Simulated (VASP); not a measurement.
# Al2SiO (P4/mmm) in VASP: a series of runs

Al2SiO is run at these levels: PBE; tasks: single point, relaxation of cell and atoms.

All numbers are computed with VASP 6.6.1; they aren't measurements. Logs are shortened: lines on timing, memory, paths and dates and some standing lists are left out, and cuts for length are marked.

### Step 1. The cell of the first run

Symmetry: P4/mmm, No. 123, tetragonal system. Conventional cell: a = 3.310 Å, b = 3.310 Å, c = 4.831 Å, α = 90.00°, β = 90.00°, γ = 90.00°. Within 2.0 Å of Al (site symmetry 4mm) lie 1 Si at 1.51 Å and 1 Al at 1.80 Å. Within 2.0 Å of Si (site symmetry 4/mmm) lie 2 Al at 1.51 Å. O (site symmetry 4/mmm) has 8 Al at 2.51 Å within 3.3 Å.

### Step 2. Single point, PBE

INCAR

```
SYSTEM = Al2SiO
ALGO = Normal
EDIFF = 1E-6
ENCUT = 520
GGA = PE
ISIF = 2
ISMEAR = 0
LASPH = .TRUE.
LCHARG = .TRUE.
LELF = .TRUE.
LREAL = .FALSE.
LVHAR = .TRUE.
LWAVE = .FALSE.
NBANDS = 16
NELM = 100
PREC = Accurate
SIGMA = 0.1
```

KPOINTS

```
k-points
0
G
  6 6 4
  0 0 0
```

POSCAR

```
Al2SiO
1.0
    3.3096170300      0.0000000000      0.0000000000
    0.0000000000      3.3096170300      0.0000000000
    0.0000000000      0.0000000000      4.8308597200
Al Si O
2 1 1
Direct
    0.5000000000      0.5000000000      0.6865026500
    0.5000000000      0.5000000000      0.3134973500
    0.5000000000      0.5000000000      0.0000000000
    0.0000000000      0.0000000000      0.5000000000
```

Potentials or basis: VASP PAW PBE potentials, release 64 (Al, Si, O).

Started as:

```console
cat potpaw_PBE.64/Al/POTCAR potpaw_PBE.64/Si/POTCAR potpaw_PBE.64/O/POTCAR > POTCAR
mpirun -np 1 vasp_std > vasp.out
```

OUTCAR:

```text
SYSTEM = Al2SiO
   EDIFF = 1E-6
   ENCUT = 520
   GGA = PE
   ISIF = 2
   ISMEAR = 0
   LASPH = .TRUE.
   LREAL = .FALSE.
   NELM = 100
   PREC = Accurate

 ion  position               nearest neighbor table
   1  0.500  0.500  0.687-   3 1.51   2 1.80   4 2.51   4 2.51   4 2.51   4 2.51   2 3.03
   2  0.500  0.500  0.313-   3 1.51   1 1.80   4 2.51   4 2.51   4 2.51   4 2.51   1 3.03
   3  0.500  0.500  0.000-   1 1.51   2 1.51
   4  0.000  0.000  0.500-   1 2.51   2 2.51   1 2.51   2 2.51   1 2.51   2 2.51   1 2.51   2 2.51

 -----------------------------------------------------------------------------
|                                                                             |
|           W    W    AA    RRRRR   N    N  II  N    N   GGGG   !!!           |
|           W    W   A  A   R    R  NN   N  II  NN   N  G    G  !!!           |
|           W    W  A    A  R    R  N N  N  II  N N  N  G       !!!           |
|           W WW W  AAAAAA  RRRRR   N  N N  II  N  N N  G  GGG   !            |
|           WW  WW  A    A  R   R   N   NN  II  N   NN  G    G                |
|           W    W  A    A  R    R  N    N  II  N    N   GGGG   !!!           |
|                                                                             |
|     The distance between some ions is very small. Please check the          |
|     nearest-neighbor list in the OUTCAR file.                               |
|     I HOPE YOU KNOW WHAT YOU ARE DOING!                                     |
|                                                                             |
 -----------------------------------------------------------------------------

  LATTYP: Found a simple tetragonal cell.
 ALAT       =     3.3096170300
 C/A-ratio  =     1.4596431177

  Lattice vectors:

 A1 = (   3.3096170300,   0.0000000000,   0.0000000000)
 A2 = (   0.0000000000,   3.3096170300,   0.0000000000)
 A3 = (   0.0000000000,   0.0000000000,   4.8308597200)

Analysis of symmetry for initial positions (statically):
=====================================================================
 Subroutine PRICEL returns:
 Original cell was already a primitive cell.

 Routine SETGRP: Setting up the symmetry group for a
 simple tetragonal supercell.

 Subroutine GETGRP returns: Found 16 space group operations
 (whereof 16 operations were pure point group operations)
 out of a pool of 16 trial point group operations.

The static configuration has the point symmetry D_4h.

Analysis of symmetry for dynamics (positions and initial velocities):
=====================================================================
 Subroutine PRICEL returns:
 Original cell was already a primitive cell.

 Routine SETGRP: Setting up the symmetry group for a
 simple tetragonal supercell.

 Subroutine GETGRP returns: Found 16 space group operations
 (whereof 16 operations were pure point group operations)
 out of a pool of 16 trial point group operations.

The dynamic configuration has the point symmetry D_4h.

 Subroutine INISYM returns: Found 16 space group operations
 (whereof 16 operations are pure point group operations),
 and found     1 'primitive' translations

----------------------------------------------------------------------------------------

                                     Primitive cell

  volume of cell :      52.9151

  direct lattice vectors                    reciprocal lattice vectors
     3.309617030  0.000000000  0.000000000     0.302149763  0.000000000  0.000000000
     0.000000000  3.309617030  0.000000000     0.000000000  0.302149763  0.000000000
     0.000000000  0.000000000  4.830859720     0.000000000  0.000000000  0.207002492

  length of vectors
     3.309617030  3.309617030  4.830859720     0.302149763  0.302149763  0.207002492

  position of ions in fractional coordinates (direct lattice)
     0.500000000  0.500000000  0.686502650
     0.500000000  0.500000000  0.313497350
     0.500000000  0.500000000  0.000000000
     0.000000000  0.000000000  0.500000000

  ion indices of the primitive-cell ions
   primitive index   ion index
                 1           1
                 2           2
                 3           3
                 4           4

----------------------------------------------------------------------------------------

 KPOINTS: k-points

Automatic generation of k-mesh.
 Grid dimensions read from file:
 generate k-points for:    6    6    4

 Generating k-lattice:

  Cartesian coordinates                     Fractional coordinates (reciprocal lattice)
     0.050358294  0.000000000  0.000000000     0.166666667  0.000000000  0.000000000
     0.000000000  0.050358294  0.000000000     0.000000000  0.166666667  0.000000000
     0.000000000  0.000000000  0.051750623     0.000000000  0.000000000  0.250000000

  Length of vectors
     0.050358294  0.050358294  0.051750623

  Shift w.r.t. Gamma in fractional coordinates (k-lattice)
     0.000000000  0.000000000  0.000000000

 Subroutine IBZKPT returns following result:
 ===========================================

 Found     30 irreducible k-points:

 Following reciprocal coordinates:
            Coordinates               Weight
  0.000000  0.000000  0.000000      1.000000
  0.166667  0.000000  0.000000      4.000000
  0.333333  0.000000  0.000000      4.000000
  0.500000  0.000000  0.000000      2.000000
  0.166667  0.166667  0.000000      4.000000
  0.333333  0.166667  0.000000      8.000000
[... 16 lines left out ...]
  0.333333  0.000000  0.500000      4.000000
  0.500000  0.000000  0.500000      2.000000
 [... further k-points ...]
   k-points           NKPTS =     30   k-points in BZ     NKDIM =     30   number of bands    NBANDS=     16
   number of dos      NEDOS =    301   number of ions     NIONS =      4
   total plane-waves  NPLWV =  28224
   dimension x,y,z NGX =    28 NGY =   28 NGZ =   36
   dimension x,y,z NGXF=    56 NGYF=   56 NGZF=   72
   ions per type =               2   1   1
   NGX,Y,Z   is equivalent  to a cutoff of  14.06, 14.06, 12.39 a.u.
   NGXF,Y,Z  is equivalent  to a cutoff of  28.13, 28.13, 24.78 a.u.
 SYSTEM =  Al2SiO
   PREC   = accura    normal or accurate (medium, high low for compatibility)
   ISTART =      0    job   : 0-new  1-cont  2-samecut
   ICHARG =      2    charge: 1-file 2-atom 10-const
   ISPIN  =      1    spin polarized calculation?
   LNONCOLLINEAR =      F non collinear calculations
   LSORBIT =      F    spin-orbit coupling
   LASPH  =      T    aspherical Exc in radial PAW
   ENCUT  =  520.0 eV  38.22 Ry    6.18 a.u.   6.15  6.15  8.98*2*pi/ulx,y,z
   NELM   =    100;   NELMIN=  2; NELMDL= -5     # of ELM steps
   EDIFF  = 0.1E-05   stopping-criterion for ELM
   LREAL  =      F    real-space projection
   EDIFFG = 0.1E-04   stopping-criterion for IOM
   NSW    =      0    number of steps for IOM
   IBRION =     -1    ionic relax: 0-MD 1-quasi-New 2-CG
   NFREE  =      0    steps in history (QN), initial steepest desc. (CG)
   ISIF   =      2    stress and relaxation
   ISYM   =      2    0-nonsym 1-usesym 2-fastsym
   POTIM  = 0.5000    time-step for ionic-motion
   TEBEG  =    0.0;   TEEND  =   0.0 temperature during run
   PSTRESS=    0.0 pullay stress
   NELECT =      16.0000    total number of electrons
   NUPDOWN=      -1.0000    fix difference up-down
   EMIN   =  10.00;   EMAX   =-10.00  energy-range for DOS
   EFERMI =   0.00;   METHOD = LEGACY
   ISMEAR =     0;   SIGMA  =   0.10  broadening in eV -4-tet -1-fermi 0-gaus
   EFERMI_NEDOS =   21; number of points for ismear=-14 and -15
   IALGO  =     38    algorithm
   IMIX   =      4    mixing-type and parameters
     AMIX     =   0.40;   BMIX     =  1.00
     AMIX_MAG =   1.60;   BMIX_MAG =  1.00
  volume/ion in A,a.u.               =      13.23        89.27
  Fermi-wavevector in a.u.,A,eV,Ry     =   1.098807  2.076445 16.427367  1.207377
  Thomas-Fermi vector in A             =   2.235191
   LORBIT       =      0    0 simple, 1 ext, 2 COOP (PROOUT), +10 PAW based schemes
   GGA     = PE    functional components
   LHFCALC =     F    Hartree Fock is set to
   AEXX    =    0.0000 exact exchange contribution
   IVDW    =     0    specifies the selected vdW correction
   LEPSILON=     F    determine dielectric tensor
   LRPA    =     F    only Hartree local field effects (RPA)
 non-spin polarized calculation
 Gauss-broadening in eV      SIGMA  =   0.10
  energy-cutoff  :      520.00
  volume of cell :       52.92
 maximum number of plane-waves:      1441
 NGX is ok and might be reduce to    28
   NGX = 13   NGY = 13   NGZ = 17

 number of electron      16.0000002 magnetization

 Free energy of the ion-electron system (eV)
  ---------------------------------------------------
  ext. energy  EPLUGINS =         0.00000000
  ---------------------------------------------------
  free energy    TOTEN  =         8.14760113 eV

  energy without entropy =        8.16171343  energy(sigma->0) =        8.15465728

 E-fermi :   7.0761     XC(G=0): -10.3872

 val. band max:        7.0719244159   @ k =   0.3333   0.0000   0.2500
 cond. band min:       7.0789027780   @ k =   0.1667   0.1667   0.2500
 fundamental gap:      0.0069783621
 Fermi energy:         7.0761284957

 k-point     1 :       0.0000    0.0000    0.0000
  band No.  band energies     occupation
      1     -11.0724      2.00000
      2      -3.3353      2.00000
      3       1.2444      2.00000
      4       3.4173      2.00000
      5       3.4173      2.00000
      6       3.4791      2.00000
[... 8 lines left out ...]
     15      14.9074      0.00000
     16      16.9739      0.00000

 k-point     2 :       0.1667    0.0000    0.0000
  band No.  band energies     occupation
      1     -10.9741      2.00000
      2      -3.2401      2.00000
      3       1.5361      2.00000
      4       1.9887      2.00000
      5       3.5559      2.00000
      6       4.7918      2.00000
[... 8 lines left out ...]
     15      15.1477      0.00000
     16      16.7143      0.00000
[... 387 lines left out ...]
      5       3.9103      2.00000
      6       4.6815      2.00000
[... 8 lines left out ...]
     15      15.6327      0.00000
     16      16.4674      0.00000

 k-point    24 :       0.5000    0.0000    0.5000
  band No.  band energies     occupation
      1     -10.6406      2.00000
      2      -1.8993      2.00000
      3      -1.3871      2.00000
      4       1.8010      2.00000
      5       4.0671      2.00000
      6       5.6779      2.00000
[... 8 lines left out ...]
     15      15.9763      0.00000
     16      16.4813      0.00000

 [... further k-points ...]
[... 5 lines left out ...]
  --------------------------------------------------------------------------------------
  -------------------------------------------------------------------------------------
  Total       -5.2333395     -5.2333395    150.8534720      0.0000000     -0.0000000      0.0000000
  in kB     -158.4563244   -158.4563244   4567.5780892      0.0000000     -0.0000000      0.0000000
  external PRESSURE =    1416.8884801 kB  Pullay stress =       0.0000000 kB

 VOLUME and BASIS-vectors are now :
 -----------------------------------------------------------------------------
  energy-cutoff  :      520.00
  volume of cell :       52.92
      direct lattice vectors                 reciprocal lattice vectors
     3.309617030  0.000000000  0.000000000     0.302149763  0.000000000  0.000000000
     0.000000000  3.309617030  0.000000000     0.000000000  0.302149763  0.000000000
     0.000000000  0.000000000  4.830859720     0.000000000  0.000000000  0.207002492

 POSITION                                       TOTAL-FORCE (eV/Angst)
 -----------------------------------------------------------------------------------
      1.65481      1.65481      3.31640        -0.000000      0.000000    -23.095350
      1.65481      1.65481      1.51446         0.000000      0.000000     23.095350
      1.65481      1.65481      0.00000         0.000000     -0.000000      0.000000
      0.00000      0.00000      2.41543         0.000000     -0.000000      0.000000
 -----------------------------------------------------------------------------------
    total drift:                               -0.000000      0.000000      0.000000

  FREE ENERGIE OF THE ION-ELECTRON SYSTEM (eV)
  ---------------------------------------------------
  free  energy   TOTEN  =         8.1476011281 eV

  energy  without entropy=        8.1617134333  energy(sigma->0) =        8.15465728
```

Run time: 11 s. Hardware: 1 thread of Intel Xeon 6975P-C (Granite Rapids), shared host; peak memory 0.17 GiB.

What came out:

- Free energy: 8.1476 eV
- Pressure: 141.7 GPa
- Largest force: 23.095 eV/Å
- Band gap on the k mesh: zero (band 8 reaches 8.14 eV, above the bottom of band 9 at 5.16 eV)

Forces in eV/Å, atoms in the order of the input:
```
Al    0.000   0.000 -23.095
Al    0.000   0.000  23.095
Si    0.000   0.000   0.000
O     0.000   0.000   0.000
```

Stress tensor (GPa, compression positive):
```
-15.85   0.00   0.00
  0.00 -15.85   0.00
  0.00   0.00 456.76
```

Caveat: forces of over 1 eV/Å act on the atoms, so gaps and moduli don't describe the material at rest.

### Step 3. Single point, PBE

This run uses another cell than the first one, of 14.54 Å³/atom, 1.099 times its volume.

INCAR

```
SYSTEM = Al2SiO
PREC = Accurate
ENCUT = 520
EDIFF = 1E-6
ISMEAR = 0
SIGMA = 0.1
LREAL = .FALSE.
LASPH = .TRUE.
NELM = 80
ALGO = Normal
ISIF = 2
LWAVE = .FALSE.
LCHARG = .FALSE.
GGA = PE
NBANDS = 16
```

KPOINTS

```
Automatic mesh
0
G
  6 6 4
  0 0 0
```

POSCAR

```
Al2SiO
1.0
    2.6528924509      0.0000000000      0.0000000000
    0.0000000000      2.6528924509      0.0000000000
    0.0000000000      0.0000000000      8.2650934915
Al Si O
2 1 1
Direct
    0.5000000000      0.5000000000      0.6784988374
    0.5000000000      0.5000000000      0.3215011626
    0.5000000000      0.5000000000      0.0000000000
    0.0000000000      0.0000000000      0.5000000000
```

Potentials or basis: VASP PAW PBE potentials, release 64 (Al, Si, O).

Started as:

```console
cat potpaw_PBE.64/Al/POTCAR potpaw_PBE.64/Si/POTCAR potpaw_PBE.64/O/POTCAR > POTCAR
mpirun -np 1 vasp_std > vasp.out
```

OUTCAR:

```text
SYSTEM = Al2SiO
   PREC = Accurate
   ENCUT = 520
   EDIFF = 1E-6
   ISMEAR = 0
   LREAL = .FALSE.
   LASPH = .TRUE.
   NELM = 80
   ISIF = 2
   GGA = PE

 ion  position               nearest neighbor table
   1  0.500  0.500  0.678-   4 2.39   4 2.39   4 2.39   4 2.39   3 2.66   2 2.95
   2  0.500  0.500  0.322-   4 2.39   4 2.39   4 2.39   4 2.39   3 2.66   1 2.95
   3  0.500  0.500  0.000-   1 2.66   2 2.66
   4  0.000  0.000  0.500-   1 2.39   2 2.39   1 2.39   2 2.39   1 2.39   2 2.39   1 2.39   2 2.39

  LATTYP: Found a simple tetragonal cell.
 ALAT       =     2.6528924509
 C/A-ratio  =     3.1155026615

  Lattice vectors:

 A1 = (   2.6528924509,   0.0000000000,   0.0000000000)
 A2 = (   0.0000000000,   2.6528924509,   0.0000000000)
 A3 = (   0.0000000000,   0.0000000000,   8.2650934915)

Analysis of symmetry for initial positions (statically):
=====================================================================
 Subroutine PRICEL returns:
 Original cell was already a primitive cell.

 Routine SETGRP: Setting up the symmetry group for a
 simple tetragonal supercell.

 Subroutine GETGRP returns: Found 16 space group operations
 (whereof 16 operations were pure point group operations)
[... 168 lines left out ...]

 E-fermi :   7.7064     XC(G=0): -10.3872

 val. band max:        7.6587033222   @ k =   0.1667   0.0000   0.2500
 cond. band min:       7.7245734830   @ k =   0.5000   0.3333   0.5000
 fundamental gap:      0.0658701608
 Fermi energy:         7.7064120820

 k-point     1 :       0.0000    0.0000    0.0000
  band No.  band energies     occupation
      1     -12.9902      2.00000
      2      -3.5248      2.00000
      3      -2.2864      2.00000
      4       1.6667      2.00000
      5       2.3567      2.00000
      6       4.1702      2.00000
[... 433 lines left out ...]
      3       0.4759      2.00000
      4       0.8092      2.00000
      5       3.0177      2.00000
      6       4.4726      2.00000
[... 8 lines left out ...]
     15      17.9641      0.00000
     16      18.3288      0.00000

 [... further k-points ...]
[... 5 lines left out ...]
  --------------------------------------------------------------------------------------
  -------------------------------------------------------------------------------------
  Total       -0.0547173     -0.0547173     -0.0440922      0.0000000      0.0000000      0.0000000
  in kB       -1.5071212     -1.5071212     -1.2144649      0.0000000      0.0000000      0.0000000
  external PRESSURE =      -1.4095691 kB  Pullay stress =       0.0000000 kB

 VOLUME and BASIS-vectors are now :
 -----------------------------------------------------------------------------
  energy-cutoff  :      520.00
  volume of cell :       58.17
      direct lattice vectors                 reciprocal lattice vectors
     2.652892451  0.000000000  0.000000000     0.376947056  0.000000000  0.000000000
     0.000000000  2.652892451  0.000000000     0.000000000  0.376947056  0.000000000
     0.000000000  0.000000000  8.265093492     0.000000000  0.000000000  0.120990767

 POSITION                                       TOTAL-FORCE (eV/Angst)
 -----------------------------------------------------------------------------------
      1.32645      1.32645      5.60786         0.000000      0.000000     -0.013951
      1.32645      1.32645      2.65724         0.000000     -0.000000      0.013951
      1.32645      1.32645      0.00000         0.000000      0.000000      0.000000
      0.00000      0.00000      4.13255         0.000000      0.000000      0.000000
 -----------------------------------------------------------------------------------
    total drift:                                0.000000      0.000000      0.000000

  FREE ENERGIE OF THE ION-ELECTRON SYSTEM (eV)
  ---------------------------------------------------
  free  energy   TOTEN  =       -18.5539450984 eV

  energy  without entropy=      -18.5489384137  energy(sigma->0) =      -18.55144176
```

It took 9.6 s on 1 thread of Intel Xeon 6975P-C (Granite Rapids), shared host; peak memory 0.17 GiB.

What came out:

* Free energy: -18.5539 eV
* Pressure: -0.1 GPa
* Largest force: 0.014 eV/Å
* Band gap on the k mesh: zero (band 8 reaches 8.97 eV, above the bottom of band 9 at 5.47 eV)

Forces in eV/Å, atoms in the order of the input:
```
Al   0.000  0.000 -0.014
Al   0.000  0.000  0.014
Si   0.000  0.000  0.000
O    0.000  0.000  0.000
```

Caveat: the k points lie up to 0.39 Å⁻¹ apart.

(Continued in part 2 of 2.)
